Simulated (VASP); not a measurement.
# Si3GeO8 (P-4m2) in VASP: single point with PBE

Aim: the single point of Si3GeO8 with PBE.

All numbers are computed with VASP 6.6.1; they aren't measurements. Logs are shortened: lines on timing, memory, paths and dates and some standing lists are left out, and cuts for length are marked.

## 1. The cell of the first run

It takes space group P-4m2 (No. 115, tetragonal). Conventional cell: a = 5.361 Å, b = 5.361 Å, c = 7.618 Å, α = 90.00°, β = 90.00°, γ = 90.00°. Si (site symmetry -4m2) has 4 O at 1.62 Å within 2.2 Å. Within 2.1 Å of Si (site symmetry 2mm) lie 4 O at 1.61 to 1.62 Å. Within 2.3 Å of Ge (site symmetry -4m2) lie 4 O at 1.72 Å. O (site symmetry m) has 2 Si at 1.62 Å within 2.2 Å. O (site symmetry m) has 1 Si at 1.61 Å and 1 Ge at 1.72 Å within 2.1 Å.

## 2. Single point, PBE

INCAR reads:

```
ALGO = Normal
EDIFF = 1E-6
ENCUT = 520
GGA = PE
ISIF = 2
ISMEAR = 0
LASPH = True
LCHARG = True
LELF = True
LREAL = False
LVHAR = True
LWAVE = False
NBANDS = 49
NELM = 60
PREC = Accurate
SIGMA = 0.02
```

KPOINTS reads:

```
k-points
0
Gamma
  4 4 4
```

POSCAR reads:

```
Si3GeO8
1.0
    5.3609461597      0.0000000000      0.0000000000
    0.0000000000      5.3609461597      0.0000000000
    0.0000000000      0.0000000000      7.6175510955
Si Ge O
3 1 8
Direct
    0.0000000000      0.0000000000      0.0000000000
    0.5000000000      0.0000000000      0.2395309733
    0.0000000000      0.5000000000      0.7604690267
    0.5000000000      0.5000000000      0.5000000000
    0.7494637540      0.0000000000      0.1192173144
    0.2432521797      0.5000000000      0.6363604312
    0.5000000000      0.2432521797      0.3636395688
    0.0000000000      0.7494637540      0.8807826856
    0.5000000000      0.7567478203      0.3636395688
    0.0000000000      0.2505362460      0.8807826856
    0.2505362460      0.0000000000      0.1192173144
    0.7567478203      0.5000000000      0.6363604312
```

Potentials or basis: VASP PAW PBE potentials, release 64 (Si, Ge_d, O).

Command:

```
> cat potpaw_PBE.64/Si/POTCAR potpaw_PBE.64/Ge_d/POTCAR potpaw_PBE.64/O/POTCAR > POTCAR
> mpirun -np 1 vasp_std > vasp.out
```

OUTCAR:

```text
EDIFF = 1E-6
   ENCUT = 520
   GGA = PE
   ISIF = 2
   ISMEAR = 0
   LASPH = True
   LREAL = False
   NELM = 60
   PREC = Accurate

 ion  position               nearest neighbor table
   1  0.000  0.000  0.000-   5 1.62   8 1.62  10 1.62  11 1.62
   2  0.500  0.000  0.240-   7 1.61   9 1.61   5 1.62  11 1.62
   3  0.000  0.500  0.760-   6 1.61  12 1.61  10 1.62   8 1.62
   4  0.500  0.500  0.500-   6 1.72   7 1.72   9 1.72  12 1.72
   5  0.749  0.000  0.119-   2 1.62   1 1.62
   6  0.243  0.500  0.636-   3 1.61   4 1.72
   7  0.500  0.243  0.364-   2 1.61   4 1.72
   8  0.000  0.749  0.881-   3 1.62   1 1.62
   9  0.500  0.757  0.364-   2 1.61   4 1.72
  10  0.000  0.251  0.881-   3 1.62   1 1.62
  11  0.251  0.000  0.119-   2 1.62   1 1.62
  12  0.757  0.500  0.636-   3 1.61   4 1.72

  LATTYP: Found a simple tetragonal cell.
 ALAT       =     5.3609461597
 C/A-ratio  =     1.4209340793

  Lattice vectors:

 A1 = (   5.3609461597,   0.0000000000,   0.0000000000)
 A2 = (   0.0000000000,   5.3609461597,   0.0000000000)
 A3 = (   0.0000000000,   0.0000000000,   7.6175510955)

Analysis of symmetry for initial positions (statically):
=====================================================================
 Subroutine PRICEL returns:
 Original cell was already a primitive cell.

 Routine SETGRP: Setting up the symmetry group for a
 simple tetragonal supercell.

 Subroutine GETGRP returns: Found  8 space group operations
 (whereof  8 operations were pure point group operations)
 out of a pool of 16 trial point group operations.

The static configuration has the point symmetry D_2d.

Analysis of symmetry for dynamics (positions and initial velocities):
=====================================================================
 Subroutine PRICEL returns:
 Original cell was already a primitive cell.

 Routine SETGRP: Setting up the symmetry group for a
 simple tetragonal supercell.

 Subroutine GETGRP returns: Found  8 space group operations
 (whereof  8 operations were pure point group operations)
 out of a pool of 16 trial point group operations.

The dynamic configuration has the point symmetry D_2d.

 Subroutine INISYM returns: Found  8 space group operations
 (whereof  8 operations are pure point group operations),
 and found     1 'primitive' translations

----------------------------------------------------------------------------------------

                                     Primitive cell

  volume of cell :     218.9265

  direct lattice vectors                    reciprocal lattice vectors
     5.360946160  0.000000000  0.000000000     0.186534237  0.000000000  0.000000000
     0.000000000  5.360946160  0.000000000     0.000000000  0.186534237  0.000000000
     0.000000000  0.000000000  7.617551095     0.000000000  0.000000000  0.131275785

  length of vectors
     5.360946160  5.360946160  7.617551095     0.186534237  0.186534237  0.131275785

  position of ions in fractional coordinates (direct lattice)
     0.000000000  0.000000000  0.000000000
     0.500000000  0.000000000  0.239530973
     0.000000000  0.500000000  0.760469027
     0.500000000  0.500000000  0.500000000
     0.749463754  0.000000000  0.119217314
     0.243252180  0.500000000  0.636360431
     0.500000000  0.243252180  0.363639569
     0.000000000  0.749463754  0.880782686
     0.500000000  0.756747820  0.363639569
     0.000000000  0.250536246  0.880782686
     0.250536246  0.000000000  0.119217314
     0.756747820  0.500000000  0.636360431

  ion indices of the primitive-cell ions
   primitive index   ion index
                 1           1
                 2           2
                 3           3
                 4           4
                 5           5
                 6           6
                 7           7
                 8           8
                 9           9
                10          10
                11          11
                12          12

----------------------------------------------------------------------------------------

 KPOINTS: k-points

Automatic generation of k-mesh.
 Grid dimensions read from file:
 generate k-points for:    4    4    4

 Generating k-lattice:

  Cartesian coordinates                     Fractional coordinates (reciprocal lattice)
     0.046633559  0.000000000  0.000000000     0.250000000  0.000000000  0.000000000
     0.000000000  0.046633559  0.000000000     0.000000000  0.250000000  0.000000000
     0.000000000  0.000000000  0.032818946     0.000000000  0.000000000  0.250000000

  Length of vectors
     0.046633559  0.046633559  0.032818946

  Shift w.r.t. Gamma in fractional coordinates (k-lattice)
     0.000000000  0.000000000  0.000000000

 Subroutine IBZKPT returns following result:
 ===========================================

 Found     18 irreducible k-points:

 Following reciprocal coordinates:
            Coordinates               Weight
  0.000000  0.000000  0.000000      1.000000
  0.250000  0.000000  0.000000      4.000000
  0.500000  0.000000  0.000000      2.000000
  0.250000  0.250000  0.000000      4.000000
  0.500000  0.250000  0.000000      4.000000
  0.500000  0.500000  0.000000      1.000000
[... 10 lines left out ...]
  0.500000  0.250000  0.500000      4.000000
  0.500000  0.500000  0.500000      1.000000
   k-points           NKPTS =     18   k-points in BZ     NKDIM =     18   number of bands    NBANDS=     49
   number of dos      NEDOS =    301   number of ions     NIONS =     12
   total plane-waves  NPLWV =  96000
   dimension x,y,z NGX =    40 NGY =   40 NGZ =   60
   dimension x,y,z NGXF=    80 NGYF=   80 NGZF=  120
   ions per type =               3   1   8
   NGX,Y,Z   is equivalent  to a cutoff of  12.40, 12.40, 13.09 a.u.
   NGXF,Y,Z  is equivalent  to a cutoff of  24.81, 24.81, 26.19 a.u.
 SYSTEM =  unknown system
   PREC   = accura    normal or accurate (medium, high low for compatibility)
   ISTART =      0    job   : 0-new  1-cont  2-samecut
   ICHARG =      2    charge: 1-file 2-atom 10-const
   ISPIN  =      1    spin polarized calculation?
   LNONCOLLINEAR =      F non collinear calculations
   LSORBIT =      F    spin-orbit coupling
   LASPH  =      T    aspherical Exc in radial PAW
   ENCUT  =  520.0 eV  38.22 Ry    6.18 a.u.   9.97  9.97 14.16*2*pi/ulx,y,z
   NELM   =     60;   NELMIN=  2; NELMDL= -5     # of ELM steps
   EDIFF  = 0.1E-05   stopping-criterion for ELM
   LREAL  =      F    real-space projection
   EDIFFG = 0.1E-04   stopping-criterion for IOM
   NSW    =      0    number of steps for IOM
   IBRION =     -1    ionic relax: 0-MD 1-quasi-New 2-CG
   NFREE  =      0    steps in history (QN), initial steepest desc. (CG)
   ISIF   =      2    stress and relaxation
   ISYM   =      2    0-nonsym 1-usesym 2-fastsym
   POTIM  = 0.5000    time-step for ionic-motion
   TEBEG  =    0.0;   TEEND  =   0.0 temperature during run
   PSTRESS=    0.0 pullay stress
   NELECT =      74.0000    total number of electrons
   NUPDOWN=      -1.0000    fix difference up-down
   EMIN   =  10.00;   EMAX   =-10.00  energy-range for DOS
   EFERMI =   0.00;   METHOD = LEGACY
   ISMEAR =     0;   SIGMA  =   0.02  broadening in eV -4-tet -1-fermi 0-gaus
   EFERMI_NEDOS =   21; number of points for ismear=-14 and -15
   IALGO  =     38    algorithm
   IMIX   =      4    mixing-type and parameters
     AMIX     =   0.40;   BMIX     =  1.00
     AMIX_MAG =   1.60;   BMIX_MAG =  1.00
  volume/ion in A,a.u.               =      18.24       123.12
  Fermi-wavevector in a.u.,A,eV,Ry     =   1.140388  2.155021 17.694171  1.300485
  Thomas-Fermi vector in A             =   2.277090
   LORBIT       =      0    0 simple, 1 ext, 2 COOP (PROOUT), +10 PAW based schemes
   GGA     = PE    functional components
   LHFCALC =     F    Hartree Fock is set to
   AEXX    =    0.0000 exact exchange contribution
   IVDW    =     0    specifies the selected vdW correction
   LEPSILON=     F    determine dielectric tensor
   LRPA    =     F    only Hartree local field effects (RPA)
 non-spin polarized calculation
 Gauss-broadening in eV      SIGMA  =   0.02
  energy-cutoff  :      520.00
  volume of cell :      218.93
 maximum number of plane-waves:      5924
 NGX is ok and might be reduce to    40
   NGX = 19   NGY = 19   NGZ = 29

 number of electron      73.9999937 magnetization

 Free energy of the ion-electron system (eV)
  ---------------------------------------------------
  ext. energy  EPLUGINS =         0.00000000
  ---------------------------------------------------
  free energy    TOTEN  =       -89.92931671 eV

  energy without entropy =      -89.92931671  energy(sigma->0) =      -89.92931671

 E-fermi :  -1.1633     XC(G=0):  -7.3406

 val. band max:       -1.2730389247   @ k =   0.5000   0.0000   0.5000
 cond. band min:       3.3289439930   @ k =   0.0000   0.0000   0.0000
 fundamental gap:      4.6019829177
 Fermi energy:        -1.1632541232

 k-point     1 :       0.0000    0.0000    0.0000
  band No.  band energies     occupation
      1     -24.8939      2.00000
      2     -24.8939      2.00000
      3     -24.8862      2.00000
      4     -24.6063      2.00000
      5     -24.5805      2.00000
      6     -20.4717      2.00000
[... 41 lines left out ...]
     48       9.2819      0.00000
     49       9.8063      0.00000

 k-point     2 :       0.2500    0.0000    0.0000
  band No.  band energies     occupation
      1     -24.8967      2.00000
      2     -24.8939      2.00000
      3     -24.8845      2.00000
      4     -24.6063      2.00000
      5     -24.5805      2.00000
      6     -20.3576      2.00000
[... 824 lines left out ...]
 k-point    18 :       0.5000    0.5000    0.5000
  band No.  band energies     occupation
      1     -24.8990      2.00000
      2     -24.8990      2.00000
      3     -24.8804      2.00000
      4     -24.6064      2.00000
      5     -24.5804      2.00000
      6     -19.7206      2.00000
[... 41 lines left out ...]
     48       9.7739      0.00000
     49       9.7787      0.00000

------------------------ aborting loop because EDIFF is reached ----------------------------------------

  FORCE on cell =-STRESS in cart. coord.  units (eV):
  Direction    XX          YY          ZZ          XY          YZ          ZX
  --------------------------------------------------------------------------------------
  -------------------------------------------------------------------------------------
  Total       -0.1716499     -0.1716499     -0.1813128      0.0000000      0.0000000      0.0000000
  in kB       -1.2561917     -1.2561917     -1.3269082      0.0000000      0.0000000      0.0000000
  external PRESSURE =      -1.2797639 kB  Pullay stress =       0.0000000 kB

 VOLUME and BASIS-vectors are now :
 -----------------------------------------------------------------------------
  energy-cutoff  :      520.00
  volume of cell :      218.93
      direct lattice vectors                 reciprocal lattice vectors
     5.360946160  0.000000000  0.000000000     0.186534237  0.000000000  0.000000000
     0.000000000  5.360946160  0.000000000     0.000000000  0.186534237  0.000000000
     0.000000000  0.000000000  7.617551095     0.000000000  0.000000000  0.131275785

 POSITION                                       TOTAL-FORCE (eV/Angst)
 -----------------------------------------------------------------------------------
      0.00000      0.00000      0.00000         0.000000     -0.000000      0.000000
      2.68047      0.00000      1.82464         0.000000     -0.000000     -0.013165
      0.00000      2.68047      5.79291         0.000000     -0.000000      0.013165
      2.68047      2.68047      3.80878         0.000000     -0.000000      0.000000
      4.01783      0.00000      0.90814        -0.000206     -0.000000      0.002458
      1.30406      2.68047      4.84751         0.085314     -0.000000     -0.065904
      2.68047      1.30406      2.77004         0.000000      0.085314      0.065904
      0.00000      4.01783      6.70941         0.000000     -0.000206     -0.002458
      2.68047      4.05688      2.77004         0.000000     -0.085314      0.065904
      0.00000      1.34311      6.70941         0.000000      0.000206     -0.002458
      1.34311      0.00000      0.90814         0.000206     -0.000000      0.002458
      4.05688      2.68047      4.84751        -0.085314     -0.000000     -0.065904
 -----------------------------------------------------------------------------------
    total drift:                                0.000000      0.000000      0.000000

  FREE ENERGIE OF THE ION-ELECTRON SYSTEM (eV)
  ---------------------------------------------------
  free  energy   TOTEN  =       -89.9293167077 eV

  energy  without entropy=      -89.9293167077  energy(sigma->0) =      -89.92931671
```

Wall time 2.8 min (1 thread of Intel Xeon 8259CL, shared host); peak memory 0.36 GiB.

What came out:

```
Free energy            : -89.9293 eV
Pressure               : -0.1 GPa
Largest force          : 0.108 eV/Å
Band gap on the k mesh : 4.60 eV (least direct gap 4.62 eV)
```

Forces on the atoms (eV/Å):
```
Si   0.000  0.000  0.000
Si   0.000  0.000 -0.013
Si   0.000  0.000  0.013
Ge   0.000  0.000  0.000
O    0.000  0.000  0.002
O    0.085  0.000 -0.066
O    0.000  0.085  0.066
O    0.000  0.000 -0.002
O    0.000 -0.085  0.066
O    0.000  0.000 -0.002
O    0.000  0.000  0.002
O   -0.085  0.000 -0.066
```
